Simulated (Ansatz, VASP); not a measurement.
## One calculation of CaC4, two programs

```
CELL_PARAMETERS angstrom
2.60156 0.00000 0.00000
-1.30078 2.25302 0.00000
0.00000 0.00000 7.73425
ATOMIC_POSITIONS crystal
Ca 0.00000 0.00000 0.00000
C 0.33333 0.66667 0.28106
C 0.33333 0.66667 0.71894
C 0.66667 0.33333 0.28106
C 0.66667 0.33333 0.71894
```

Change from the starting cell: ordered vacancies on the cation sites of cadmium iodide (P-3m1, No. 164).

Alike in both runs: task single point; functional PBE; k mesh 6 × 6 × 2; occupations gaussian, width 0.1 eV; collinear spin.

```csv
,VASP,Ansatz
version,VASP 6.6.1,Ansatz 0.2.0
potentials or method,"VASP PAW PBE potentials, release 64 (Ca_sv, C), cutoff 520 eV","scalar-relativistic, plane waves, PAW"
valence electrons in the cell,26,26
```

Ansatz gave:

| Quantity | Value |
| --- | --- |
| gap on the k mesh at the Fermi level (eV) | none |
| pressure (GPa) | -0.1 |
| traceless stress, the component that is largest in VASP (GPa) | 0.01 |
| rms of the force components (eV/Å) | 0.001 |
| net moment per atom (μB) | 0.00 |

**Question.** Estimate VASP's values.

**Answer.** gap on the k mesh at the Fermi level (eV): none; pressure (GPa): 0.8; traceless stress, the component that is largest in VASP (GPa): -0.23; rms of the force components (eV/Å): 0.014; net moment per atom (μB): 0.00.

Atom by atom the forces differ by 0.013 eV/Å (rms over components). A gap of «none» marks a metal or a gap that the smearing closes. Ansatz's warnings: seeded moment not kept.

The k mesh is coarse, so the values compare programs but aren't converged.
